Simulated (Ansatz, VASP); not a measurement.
**Sb: VASP beside Ansatz**

The input INCAR:

```
PREC = Accurate
ENCUT = 520
EDIFF = 1E-7
ISMEAR = 0
SIGMA = 0.15
LREAL = False
LASPH = True
NELM = 80
ALGO = Normal
ISIF = 2
LWAVE = False
LCHARG = False
GGA = PE
NBANDS = 8
```

File KPOINTS:

```
Automatic mesh
0
Gamma
  24 24 24
```

File POSCAR:

```
Sb
1.0
   -1.5511076683      1.5511076683      2.8015993306
    1.5511076683     -1.5511076683      2.8015993306
    1.5511076683      1.5511076683     -2.8015993306
Sb
1
Direct
    0.0000000000      0.0000000000      0.0000000000
```

Input for Ansatz:

```yaml
crystal:
  lattice:
    - [-1.5511076683, 1.5511076683, 2.8015993306]
    - [1.5511076683, -1.5511076683, 2.8015993306]
    - [1.5511076683, 1.5511076683, -2.8015993306]
  atoms:
    - { symbol: Sb, position: [0.0, 0.0, 0.0] }
basis:
  ecutwfc: 420
kpoints:
  mp_grid: { grid: [24, 24, 24] }
hamiltonian:
  xc: pbe
scf:
  occupations: { method: gaussian, width: 0.15 }
output:
  forces: true
  stress: true
  eigenvalues: true
```

Alike in both runs: task single point; functional PBE; k mesh 24 × 24 × 24; occupations gaussian, width 0.15 eV; no spin polarisation.

|  | VASP | Ansatz |
| --- | --- | --- |
| version | VASP 6.6.1 | Ansatz 0.2.0 |
| potentials or method | VASP PAW PBE potentials, release 64 (Sb), cutoff 520 eV | scalar-relativistic, plane waves, PAW |
| valence electrons in the cell | 5 | 15 |

VASP gave:

- gap on the k mesh at the Fermi level (eV): none
- pressure (GPa): 2.4
- traceless stress, the component that is largest in VASP (GPa): -1.18

**Question.** Which values does Ansatz return?

**Answer.** gap on the k mesh at the Fermi level (eV): none; pressure (GPa): 2.5; traceless stress, the component that is largest in VASP (GPa): -1.15.

A gap of «none» marks a metal or a gap that the smearing closes. With one functional, cell and mesh, what is left measures potentials, basis and numerics. VASP's potentials hold 5 valence electrons a cell and Ansatz's 15, so a difference there can come from the potentials and not from the codes.

Spin-orbit coupling is off throughout.
